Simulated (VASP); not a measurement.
# Ca (I4/mmm) in VASP: further runs

Runs on Ca. Level: PBE. Tasks: single point.

Program: VASP 6.6.1. These are calculated values, not measurements. Logs are shortened: lines on timing, memory, paths and dates and some standing lists are left out, and cuts for length are marked.

### 1 The cell of the first run

Symmetry: I4/mmm, No. 139, tetragonal system. Conventional cell: a = 3.952 Å, b = 3.952 Å, c = 5.700 Å, α = 90.00°, β = 90.00°, γ = 90.00°. Ca (site symmetry 4/mmm) has 12 Ca at 3.95 to 3.99 Å within 5.2 Å.

### 2 Single point, PBE (strain +0.0200 x Voigt [1, 0, 0, 0, 0, 0])

File INCAR:

```
SYSTEM = Ca
PREC = Accurate
ENCUT = 520
EDIFF = 1E-6
ISMEAR = 0
SIGMA = 0.15
LREAL = .False.
LASPH = .True.
NELM = 80
ALGO = Normal
ISIF = 2
LWAVE = .False.
LCHARG = .False.
GGA = PE
NBANDS = 11
```

File KPOINTS:

```
Automatic mesh
0
Gamma
  14 14 14
  0 0 0
```

File POSCAR:

```
Ca
1.0
    0.0000000000      2.7942000000      2.7942000000
    2.8500840000      0.0000000000      2.7942000000
    2.8500840000      2.7942000000      0.0000000000
Ca
1
Direct
    0.0000000000      0.0000000000      0.0000000000
```

Potentials or basis: VASP PAW PBE potentials, release 64 (Ca_sv).

Run with:

```bash
$ cat potpaw_PBE.64/Ca_sv/POTCAR > POTCAR
$ mpirun -np 1 vasp_std > vasp.out
```

OUTCAR:

```text
SYSTEM = Ca
   PREC = Accurate
   ENCUT = 520
   EDIFF = 1E-6
   ISMEAR = 0
   LREAL = .False.
   LASPH = .True.
   NELM = 80
   ISIF = 2
   GGA = PE

 ion  position               nearest neighbor table
   1  0.000  0.000  0.000-

  LATTYP: Found a body centered tetragonal cell.
 ALAT       =     3.9515955360
 C/A-ratio  =     1.4424978336

  Lattice vectors:

 A1 = (   2.8500840000,   0.0000000000,   2.7942000000)
 A2 = (   2.8500840000,   0.0000000000,  -2.7942000000)
 A3 = (  -2.8500840000,   2.7942000000,   0.0000000000)

Analysis of symmetry for initial positions (statically):
=====================================================================
 Subroutine PRICEL returns:
 Original cell was already a primitive cell.

 Routine SETGRP: Setting up the symmetry group for a
 body centered tetragonal supercell.

 Subroutine GETGRP returns: Found 16 space group operations
 (whereof 16 operations were pure point group operations)
 out of a pool of 16 trial point group operations.

The static configuration has the point symmetry D_4h.

Analysis of symmetry for dynamics (positions and initial velocities):
=====================================================================
 Subroutine PRICEL returns:
 Original cell was already a primitive cell.

 Routine SETGRP: Setting up the symmetry group for a
 body centered tetragonal supercell.

 Subroutine GETGRP returns: Found 16 space group operations
 (whereof 16 operations were pure point group operations)
 out of a pool of 16 trial point group operations.

The dynamic configuration has the point symmetry D_4h.

 Subroutine INISYM returns: Found 16 space group operations
 (whereof 16 operations are pure point group operations),
 and found     1 'primitive' translations

----------------------------------------------------------------------------------------

                                     Primitive cell

  volume of cell :      44.5044

  direct lattice vectors                    reciprocal lattice vectors
     0.000000000  2.794200000  2.794200000    -0.175433426  0.178942094  0.178942094
     2.850084000  0.000000000  2.794200000     0.175433426 -0.178942094  0.178942094
     2.850084000  2.794200000  0.000000000     0.175433426  0.178942094 -0.178942094

  length of vectors
     3.951595536  3.991307110  3.991307110     0.307924395  0.307924395  0.307924395

  position of ions in fractional coordinates (direct lattice)
     0.000000000  0.000000000  0.000000000

  ion indices of the primitive-cell ions
   primitive index   ion index
                 1           1

----------------------------------------------------------------------------------------

 KPOINTS: Automatic mesh

Automatic generation of k-mesh.
 Grid dimensions read from file:
 generate k-points for:   14   14   14

 Generating k-lattice:

  Cartesian coordinates                     Fractional coordinates (reciprocal lattice)
    -0.012530959  0.012781578  0.012781578     0.071428571  0.000000000  0.000000000
     0.012530959 -0.012781578  0.012781578     0.000000000  0.071428571  0.000000000
     0.012530959  0.012781578 -0.012781578     0.000000000  0.000000000  0.071428571

  Length of vectors
     0.021994600  0.021994600  0.021994600

  Shift w.r.t. Gamma in fractional coordinates (k-lattice)
     0.000000000  0.000000000  0.000000000

 Subroutine IBZKPT returns following result:
 ===========================================

 Found    244 irreducible k-points:

 Following reciprocal coordinates:
            Coordinates               Weight
  0.000000  0.000000  0.000000      1.000000
  0.071429  0.000000  0.000000      8.000000
  0.142857  0.000000  0.000000      8.000000
  0.214286 -0.000000 -0.000000      8.000000
  0.285714 -0.000000 -0.000000      8.000000
  0.357143 -0.000000 -0.000000      8.000000
[... 16 lines left out ...]
  0.214286  0.142857  0.000000     16.000000
  0.285714  0.142857  0.000000     16.000000
 [... further k-points ...]
   k-points           NKPTS =    244   k-points in BZ     NKDIM =    244   number of bands    NBANDS=     11
   number of dos      NEDOS =    301   number of ions     NIONS =      1
   total plane-waves  NPLWV =  27000
   dimension x,y,z NGX =    30 NGY =   30 NGZ =   30
   dimension x,y,z NGXF=    60 NGYF=   60 NGZF=   60
   ions per type =               1
   NGX,Y,Z   is equivalent  to a cutoff of  12.62, 12.50, 12.50 a.u.
   NGXF,Y,Z  is equivalent  to a cutoff of  25.24, 24.99, 24.99 a.u.
 SYSTEM =  Ca
   PREC   = accura    normal or accurate (medium, high low for compatibility)
   ISTART =      0    job   : 0-new  1-cont  2-samecut
   ICHARG =      2    charge: 1-file 2-atom 10-const
   ISPIN  =      1    spin polarized calculation?
   LNONCOLLINEAR =      F non collinear calculations
   LSORBIT =      F    spin-orbit coupling
   LASPH  =      T    aspherical Exc in radial PAW
   ENCUT  =  520.0 eV  38.22 Ry    6.18 a.u.   7.35  7.42  7.42*2*pi/ulx,y,z
   NELM   =     80;   NELMIN=  2; NELMDL= -5     # of ELM steps
   EDIFF  = 0.1E-05   stopping-criterion for ELM
   LREAL  =      F    real-space projection
   EDIFFG = 0.1E-04   stopping-criterion for IOM
   NSW    =      0    number of steps for IOM
   IBRION =     -1    ionic relax: 0-MD 1-quasi-New 2-CG
   NFREE  =      0    steps in history (QN), initial steepest desc. (CG)
   ISIF   =      2    stress and relaxation
   ISYM   =      2    0-nonsym 1-usesym 2-fastsym
   POTIM  = 0.5000    time-step for ionic-motion
   TEBEG  =    0.0;   TEEND  =   0.0 temperature during run
   PSTRESS=    0.0 pullay stress
   NELECT =      10.0000    total number of electrons
   NUPDOWN=      -1.0000    fix difference up-down
   EMIN   =  10.00;   EMAX   =-10.00  energy-range for DOS
   EFERMI =   0.00;   METHOD = LEGACY
   ISMEAR =     0;   SIGMA  =   0.15  broadening in eV -4-tet -1-fermi 0-gaus
   EFERMI_NEDOS =   21; number of points for ismear=-14 and -15
   IALGO  =     38    algorithm
   IMIX   =      4    mixing-type and parameters
     AMIX     =   0.40;   BMIX     =  1.00
     AMIX_MAG =   1.60;   BMIX_MAG =  1.00
  volume/ion in A,a.u.               =      44.50       300.33
  Fermi-wavevector in a.u.,A,eV,Ry     =   0.995269  1.880786 13.477401  0.990561
  Thomas-Fermi vector in A             =   2.127278
   LORBIT       =      0    0 simple, 1 ext, 2 COOP (PROOUT), +10 PAW based schemes
   GGA     = PE    functional components
   LHFCALC =     F    Hartree Fock is set to
   AEXX    =    0.0000 exact exchange contribution
   IVDW    =     0    specifies the selected vdW correction
   LEPSILON=     F    determine dielectric tensor
   LRPA    =     F    only Hartree local field effects (RPA)
 non-spin polarized calculation
 Gauss-broadening in eV      SIGMA  =   0.15
  energy-cutoff  :      520.00
  volume of cell :       44.50
 maximum number of plane-waves:      1243
 NGX is ok and might be reduce to    30
   NGX = 15   NGY = 15   NGZ = 15

 number of electron      10.0000000 magnetization

 number of electron       9.9999999 magnetization

 Free energy of the ion-electron system (eV)
  ---------------------------------------------------
  ext. energy  EPLUGINS =         0.00000000
  ---------------------------------------------------
  free energy    TOTEN  =        -1.93134246 eV

  energy without entropy =       -1.91652577  energy(sigma->0) =       -1.92393412

 E-fermi :   1.7523     XC(G=0):  -7.5733

 val. band max:        1.7438833968   @ k =   0.4286  -0.3571   0.1429
 cond. band min:       1.7585588637   @ k =   0.4286  -0.3571   0.0714
 fundamental gap:      0.0146754669
 Fermi energy:         1.7523286526

 k-point     1 :       0.0000    0.0000    0.0000
  band No.  band energies     occupation
      1     -40.3874      2.00000
      2     -21.3110      2.00000
      3     -21.3096      2.00000
      4     -21.3096      2.00000
      5      -2.1767      2.00000
      6       3.9625      0.00000
      7       4.0480      0.00000
      8       4.0480      0.00000
      9       4.9659      0.00000
     10       5.0760      0.00000
     11      10.6474      0.00000

 k-point     2 :       0.0714    0.0000    0.0000
  band No.  band energies     occupation
      1     -40.3869      2.00000
      2     -21.3158      2.00000
      3     -21.3113      2.00000
      4     -21.3103      2.00000
      5      -2.0931      2.00000
      6       3.9171      0.00000
      7       4.0351      0.00000
      8       4.0801      0.00000
      9       4.9410      0.00000
     10       5.0465      0.00000
     11      10.7392      0.00000

 k-point     3 :       0.1429    0.0000    0.0000
  band No.  band energies     occupation
      1     -40.3855      2.00000
      2     -21.3316      2.00000
      3     -21.3138      2.00000
      4     -21.3123      2.00000
      5      -1.8460      2.00000
      6       3.6851      0.00000
      7       4.0924      0.00000
      8       4.1553      0.00000
      9       4.9006      0.00000
     10       4.9894      0.00000
     11      10.4570      0.00000

 k-point     4 :       0.2143   -0.0000   -0.0000
  band No.  band energies     occupation
      1     -40.3833      2.00000
      2     -21.3544      2.00000
      3     -21.3173      2.00000
      4     -21.3151      2.00000
      5      -1.4474      2.00000
      6       3.3403      0.00000
      7       4.1206      0.00000
      8       4.2025      0.00000
      9       4.9407      0.00000
     10       4.9960      0.00000
     11       9.3412      0.00000
[... 239 lines left out ...]
 k-point    22 :       0.1429    0.1429    0.0000
  band No.  band energies     occupation
      1     -40.3847      2.00000
      2     -21.3307      2.00000
      3     -21.3185      2.00000
      4     -21.3183      2.00000
      5      -1.7313      2.00000
      6       3.6312      0.00000
      7       4.1433      0.00000
      8       4.2085      0.00000
      9       4.6373      0.00000
     10       5.1096      0.00000
     11      11.2243      0.00000

 k-point    23 :       0.2143    0.1429    0.0000
  band No.  band energies     occupation
      1     -40.3831      2.00000
      2     -21.3458      2.00000
      3     -21.3225      2.00000
      4     -21.3212      2.00000
      5      -1.4364      2.00000
      6       3.4044      0.00000
      7       4.1944      0.00000
      8       4.2709      0.00000
      9       4.5298      0.00000
     10       5.1701      0.00000
     11      10.2753      0.00000

 k-point    24 :       0.2857    0.1429    0.0000
  band No.  band energies     occupation
      1     -40.3811      2.00000
      2     -21.3667      2.00000
      3     -21.3266      2.00000
      4     -21.3244      2.00000
      5      -0.9993      2.00000
      6       3.1077      0.00000
      7       4.0130      0.00000
      8       4.2904      0.00000
      9       4.7162      0.00000
     10       5.2924      0.00000
     11       9.0877      0.00000

 [... further k-points ...]

------------------------ aborting loop because EDIFF is reached ----------------------------------------

  FORCE on cell =-STRESS in cart. coord.  units (eV):
  Direction    XX          YY          ZZ          XY          YZ          ZX
  --------------------------------------------------------------------------------------
  -------------------------------------------------------------------------------------
  Total       -0.2674533     -0.2217411     -0.2217411      0.0000000      0.0000000      0.0000000
  in kB       -9.6284412     -7.9827783     -7.9827783      0.0000000      0.0000000      0.0000000
  external PRESSURE =      -8.5313326 kB  Pullay stress =       0.0000000 kB

 VOLUME and BASIS-vectors are now :
 -----------------------------------------------------------------------------
  energy-cutoff  :      520.00
  volume of cell :       44.50
      direct lattice vectors                 reciprocal lattice vectors
     0.000000000  2.794200000  2.794200000    -0.175433426  0.178942094  0.178942094
     2.850084000  0.000000000  2.794200000     0.175433426 -0.178942094  0.178942094
     2.850084000  2.794200000  0.000000000     0.175433426  0.178942094 -0.178942094

 POSITION                                       TOTAL-FORCE (eV/Angst)
 -----------------------------------------------------------------------------------
      0.00000      0.00000      0.00000         0.000000      0.000000     -0.000000
 -----------------------------------------------------------------------------------
    total drift:                               -0.000000     -0.000000     -0.000000

  FREE ENERGIE OF THE ION-ELECTRON SYSTEM (eV)
  ---------------------------------------------------
  free  energy   TOTEN  =        -1.9313424642 eV

  energy  without entropy=       -1.9165257668  energy(sigma->0) =       -1.92393412
```

Wall time 71 s (1 thread of AMD EPYC 9R45 (Zen 5), shared host); peak memory 0.22 GiB.

Results:

```
Free energy            : -1.9313 eV
Pressure               : -0.9 GPa
Band gap on the k mesh : zero (band 5 reaches 1.95 eV, above the bottom of band 6 at 1.56 eV)
```

Stress tensor (GPa, compression positive):
```
-0.96  0.00  0.00
 0.00 -0.80  0.00
 0.00  0.00 -0.80
```

Caveat: the cell differs from its parent crystal (strain +0.0200 x Voigt [1, 0, 0, 0, 0, 0]).

(Part 1 of 2 ends here.)
